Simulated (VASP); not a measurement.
The system is InAs.

```xyz
2
Lattice="0.0000 2.9935 2.9935 2.9935 0.0000 2.9935 2.9935 2.9935 0.0000" Properties=species:S:1:pos:R:3 pbc="T T T"
In    0.0000    0.0000    0.0000
As    1.4967    1.4967    1.4967
```

This cell differs from its parent crystal: strain -2.0%.

Base run:

```yaml
Program: VASP 6.6.1
Functional: r2SCAN
Potentials_or_basis: VASP PAW PBE potentials, release 64 (In_d, As)
Cutoff: 520 eV
k_mesh: 8 × 8 × 8
Occupations: fermi-dirac, width 0.02 eV
Spin: no spin polarisation
```

Its results: band gap on the k mesh 0.42 eV, direct; pressure 4.0 GPa.

Question: The run is repeated on the same cell with these changes: functional from r2SCAN to PBE; further incar settings from ALGO = Normal; EDIFF = 1e-06; NBANDS = 16 to ALGO = Normal; EDIFF = 1e-07; NBANDS = 16. What comes out?

Answer: Band gap on the k mesh zero (filled and empty bands touch); pressure 6.1 GPa.

Caveats: spin-orbit coupling is left out, which moves the levels of the heavy elements; the PAW data sets were made with another functional, which shifts forces and pressure a little (some runs).

